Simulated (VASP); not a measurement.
# Pt (Fm-3m) in VASP: further runs, part 2 of 2

VASP 6.6.1. Earlier steps stand in the parts before.

## 5. Single point, HSE06

This run uses another cell than the first one, of 14.86 Å³/atom, 1.033 times its volume.

Input file POSCAR:

```
Pt
1.0
    0.0000000000      1.9513494314      1.9513494314
    1.9513494314      0.0000000000      1.9513494314
    1.9513494314      1.9513494314      0.0000000000
Pt
1
Direct
    0.0000000000      0.0000000000      0.0000000000
```

Input file INCAR.step1:

```
PREC = Accurate
ENCUT = 520
EDIFF = 1E-5
ISMEAR = -1
SIGMA = 0.1
LREAL = F
LASPH = T
NELM = 100
ALGO = Normal
ISIF = 2
LWAVE = T
NBANDS = 11
GGA = PE
```

Input file INCAR.step2:

```
PREC = Accurate
ENCUT = 520
EDIFF = 1E-6
ISMEAR = -1
SIGMA = 0.1
LREAL = F
LASPH = T
NELM = 100
ALGO = Normal
ISIF = 2
LWAVE = F
LCHARG = T
GGA = PE
LHFCALC = T
HFSCREEN = 0.2079
PRECFOCK = Normal
LELF = T
LVHAR = T
NBANDS = 11
ISTART = 1
```

Input file KPOINTS:

```
Automatic mesh
0
Gamma
  6 6 6
```

Potentials or basis: VASP PAW PBE potentials, release 64 (Pt).

Started as:

```sh
cat potpaw_PBE.64/Pt/POTCAR > POTCAR
cp INCAR.step1 INCAR
mpirun -np 1 vasp_std > vasp.out
cp INCAR.step2 INCAR
mpirun -np 1 vasp_std > vasp.out
```

OUTCAR:

```text
PREC = Accurate
   ENCUT = 520
   EDIFF = 1E-6
   ISMEAR = -1
   LREAL = F
   LASPH = T
   NELM = 100
   ISIF = 2
   GGA = PE
   LHFCALC = T
   HFSCREEN = 0.2079
   PRECFOCK = Normal
   ISTART = 1

 ion  position               nearest neighbor table
   1  0.000  0.000  0.000-

  LATTYP: Found a face centered cubic cell.
 ALAT       =     3.9026988628

  Lattice vectors:

 A1 = (   0.0000000000,   1.9513494314,   1.9513494314)
 A2 = (   1.9513494314,   0.0000000000,   1.9513494314)
 A3 = (   1.9513494314,   1.9513494314,   0.0000000000)

Analysis of symmetry for initial positions (statically):
=====================================================================
 Subroutine PRICEL returns:
 Original cell was already a primitive cell.

 Routine SETGRP: Setting up the symmetry group for a
 face centered cubic supercell.

 Subroutine GETGRP returns: Found 48 space group operations
 (whereof 48 operations were pure point group operations)
 out of a pool of 48 trial point group operations.

The static configuration has the point symmetry O_h .

Analysis of symmetry for dynamics (positions and initial velocities):
=====================================================================
 Subroutine PRICEL returns:
 Original cell was already a primitive cell.

 Routine SETGRP: Setting up the symmetry group for a
 face centered cubic supercell.

 Subroutine GETGRP returns: Found 48 space group operations
 (whereof 48 operations were pure point group operations)
 out of a pool of 48 trial point group operations.

The dynamic configuration has the point symmetry O_h .

 Subroutine INISYM returns: Found 48 space group operations
 (whereof 48 operations are pure point group operations),
 and found     1 'primitive' translations

----------------------------------------------------------------------------------------
[... 112 lines left out ...]
   NKREDY  =     1    reduce k-point grid by
   NKREDZ  =     1    reduce k-point grid by
   AEXX    =    0.2500 exact exchange contribution
   HFSCREEN=    0.2079 screening length (either q_TF or 0.3 A-1)
   HFSCREENC=   0.2079 screening length for correlation (either q_TF or 0.3 A-1)
   ENCUTFOCK=  -1.0 apply spherical cutoff to Coloumb kernel
   IVDW    =     0    specifies the selected vdW correction
   LEPSILON=     F    determine dielectric tensor
   LRPA    =     F    only Hartree local field effects (RPA)
 non-spin polarized calculation
  energy-cutoff  :      520.00
  volume of cell :       14.86
 maximum number of plane-waves:       411
 NGX is ok and might be reduce to    24
  NGX = 16; NGY = 16; NGZ = 16

 number of electron       9.9999999 magnetization

 Free energy of the ion-electron system (eV)
  ---------------------------------------------------
  ext. energy  EPLUGINS =         0.00000000
  ---------------------------------------------------
  free energy    TOTEN  =        -7.03450687 eV

  energy without entropy =       -6.99715675  energy(sigma->0) =       -7.01583181

 E-fermi :  10.8664     XC(G=0): -11.0453

 val. band max:       10.7672531633   @ k =  -0.3333   0.3333   0.1667
 cond. band min:      10.8800741183   @ k =   0.5000   0.0000   0.0000
 fundamental gap:      0.1128209549
 Fermi energy:        10.8663819970

 k-point     1 :       0.0000    0.0000    0.0000
  band No.  band energies     occupation
      1      -0.2334      2.00000
      2       6.4163      2.00000
      3       6.4163      2.00000
      4       6.4163      2.00000
      5       8.6008      2.00000
      6       8.6008      2.00000
      7      26.9334      0.00000
      8      32.2011      0.00000
      9      32.2011      0.00000
     10      32.2011      0.00000
     11      37.5776      0.00000
[... 197 lines left out ...]
 k-point    16 :      -0.3333    0.5000    0.1667
  band No.  band energies     occupation
      1       3.7856      2.00000
      2       4.3804      2.00000
      3       7.4889      2.00000
      4       9.0437      2.00000
      5      11.5616      0.00191
      6      17.9357      0.00000
      7      19.7870      0.00000
      8      22.2846      0.00000
      9      24.3012      0.00000
     10      36.3870      0.00000
     11      37.4215      0.00000

------------------------ aborting loop because EDIFF is reached ----------------------------------------

  FORCE on cell =-STRESS in cart. coord.  units (eV):
  Direction    XX          YY          ZZ          XY          YZ          ZX
  --------------------------------------------------------------------------------------
  -------------------------------------------------------------------------------------
  Total        0.2423045      0.2423045      0.2423045     -0.0000000     -0.0000000      0.0000000
  in kB       26.1238366     26.1238366     26.1238366     -0.0000000     -0.0000000      0.0000000
  external PRESSURE =      26.1238366 kB  Pullay stress =       0.0000000 kB

 VOLUME and BASIS-vectors are now :
 -----------------------------------------------------------------------------
  energy-cutoff  :      520.00
  volume of cell :       14.86
      direct lattice vectors                 reciprocal lattice vectors
     0.000000000  1.951349431  1.951349431    -0.256232939  0.256232939  0.256232939
     1.951349431  0.000000000  1.951349431     0.256232939 -0.256232939  0.256232939
     1.951349431  1.951349431  0.000000000     0.256232939  0.256232939 -0.256232939

 POSITION                                       TOTAL-FORCE (eV/Angst)
 -----------------------------------------------------------------------------------
      0.00000      0.00000      0.00000         0.000000      0.000000      0.000000
 -----------------------------------------------------------------------------------
    total drift:                               -0.000001     -0.000002     -0.000001

  FREE ENERGIE OF THE ION-ELECTRON SYSTEM (eV)
  ---------------------------------------------------
  free  energy   TOTEN  =        -7.0345068670 eV

  energy  without entropy=       -6.9971567547  energy(sigma->0) =       -7.01583181
```

Wall time 2.7 min (1 thread of Intel Xeon 6975P-C (Granite Rapids), shared host); peak memory 0.24 GiB.

What came out:

- Free energy: -7.0345 eV
- Pressure: 2.6 GPa
- Band gap on the k mesh: zero (band 5 reaches 11.59 eV, above the bottom of band 6 at 8.54 eV)

Levels at points of the mesh, in eV from the Fermi level:
| k point | band 3 | band 4 | band 5 | band 6 | band 7 | band 8 |
| --- | --- | --- | --- | --- | --- | --- |
| (0.00, 0.00, 0.00) | -4.45 | -4.45 | -2.27 | -2.27 | 16.07 | 21.33 |
| (0.50, 0.00, 0.00) | -4.61 | -0.27 | 0.01 | 0.01 | 7.21 | 15.60 |
| (0.50, 0.50, 0.00) | -0.32 | 0.72 | 0.72 | 2.30 | 10.52 | 12.81 |

Caveat: the k points lie up to 0.46 Å⁻¹ apart; the PAW data sets were made with another functional, which shifts forces and pressure a little; spin-orbit coupling is left out, which moves the levels of the heavy elements.

## 6. Single point, HSE06

This run uses another cell than the first one, of 15.33 Å³/atom, 1.065 times its volume.

Input file POSCAR:

```
Pt
1.0
    0.0000000000      1.9716774509      1.9716774509
    1.9716774509      0.0000000000      1.9716774509
    1.9716774509      1.9716774509      0.0000000000
Pt
1
Direct
    0.0000000000      0.0000000000      0.0000000000
```

Input file INCAR.step1:

```
SYSTEM = Pt
PREC = Accurate
ENCUT = 520
EDIFF = 1E-5
ISMEAR = -1
SIGMA = 0.1
LREAL = .False.
LASPH = .True.
NELM = 60
ALGO = Normal
ISIF = 2
LWAVE = .True.
LCHARG = .False.
GGA = PE
NBANDS = 11
```

Input file INCAR.step2:

```
SYSTEM = Pt
PREC = Accurate
ENCUT = 520
EDIFF = 1E-7
ISMEAR = -1
SIGMA = 0.1
LREAL = .False.
LASPH = .True.
NELM = 60
ALGO = Normal
ISIF = 2
LWAVE = .False.
LCHARG = .False.
GGA = PE
LHFCALC = .True.
HFSCREEN = 0.2079
PRECFOCK = Normal
ISTART = 1
NBANDS = 11
```

Input file KPOINTS:

```
regular mesh
0
Gamma
  6 6 6
  0 0 0
```

Potentials or basis: VASP PAW PBE potentials, release 64 (Pt).

Started as:

```sh
cat potpaw_PBE.64/Pt/POTCAR > POTCAR
cp INCAR.step1 INCAR
mpirun -np 1 vasp_std > vasp.out
cp INCAR.step2 INCAR
mpirun -np 1 vasp_std > vasp.out
```

It took 5.6 min on 1 thread of Intel Xeon 6975P-C (Granite Rapids), shared host; peak memory 0.25 GiB.

The run converged. Its results:

| Property | Result |
| --- | --- |
| Free energy | -7.0302 eV |
| Pressure | -5.6 GPa |
| Band gap on the k mesh | zero (band 5 reaches 10.96 eV, above the bottom of band 6 at 8.04 eV) |

Levels at points of the mesh, in eV from the Fermi level:
```csv
k point,band 1,band 2,band 3,band 4,band 5,band 6,band 7,band 8,band 9,band 10
"(0.00, 0.00, 0.00)",-10.72,-4.24,-4.24,-4.24,-2.17,-2.17,16.14,21.23,21.23,21.23
"(0.50, 0.00, 0.00)",-7.84,-4.40,-4.40,-0.12,0.00,0.00,6.96,15.66,20.59,20.59
"(0.50, 0.50, 0.00)",-7.75,-7.20,-0.33,0.69,0.69,2.37,10.17,12.70,12.70,21.63
```

Caveat: the k points lie up to 0.46 Å⁻¹ apart; the PAW data sets were made with another functional, which shifts forces and pressure a little; spin-orbit coupling is left out, which moves the levels of the heavy elements.

## 7. Overview

| cell | gap on the mesh (eV) | pressure (GPa) |
| --- | --- | --- |
| a = 2.730 Å, angles 60.0°, 1 atom | none | 13.1 |
| a = 2.760 Å, angles 60.0°, 1 atom | none | 2.6 |
| a = 2.788 Å, angles 60.0°, 1 atom | none | -5.6 |

Alike in all rows: task single point; level HSE06; potentials or basis VASP PAW PBE potentials, release 64 (Pt); no spin polarisation; k mesh 6 × 6 × 6; cutoff (eV) 520; smearing fermi-dirac 0.1 eV.

Caveats: all runs use coarse meshes; the PAW data sets were made with another functional, which shifts forces and pressure a little; spin-orbit coupling is left out, which moves the levels of the heavy elements.

Total energies depend on the potentials used, so only differences within one code and one set of settings carry meaning.
